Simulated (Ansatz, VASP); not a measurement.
SiC: VASP beside Ansatz

```
CELL_PARAMETERS angstrom
3.07600 0.00000 0.00000
-1.53800 2.66389 0.00000
0.00000 0.00000 5.04800
ATOMIC_POSITIONS crystal
Si 0.33333 0.66667 0.97623
Si 0.66667 0.33333 0.52377
C 0.33333 0.66667 0.39042
C 0.66667 0.33333 0.87958
```

Change from the starting cell: mode 6 (550.6 1/cm) frozen in, largest displacement -0.120 Å.

Alike in both runs: task single point; functional LDA; k mesh 12 × 12 × 6; occupations gaussian, width 0.05 eV; no spin polarisation.

```csv
,VASP,Ansatz
version,VASP 6.6.1,Ansatz 0.2.0
potentials or method,"VASP PAW LDA potentials, release 64 (Si, C), cutoff 520 eV","scalar-relativistic, plane waves, PAW"
valence electrons in the cell,16,16
```

Ansatz gave:

| Item | Value |
| --- | --- |
| gap on the k mesh at the Fermi level (eV) | 2.06 |
| least direct gap on the mesh (eV) | 3.46 |
| pressure (GPa) | -1.2 |
| traceless stress, the component that is largest in VASP (GPa) | 0.64 |
| rms of the force components (eV/Å) | 1.575 |

Question: Which values does VASP return?

Answer: gap on the k mesh at the Fermi level (eV): 2.05; least direct gap on the mesh (eV): 3.45; pressure (GPa): -0.9; traceless stress, the component that is largest in VASP (GPa): 0.60; rms of the force components (eV/Å): 1.573.

LDA's correlation is that of Perdew and Zunger in VASP and of Perdew and Wang (1992) in Ansatz. Atom by atom the forces differ by 0.005 eV/Å (rms over components).
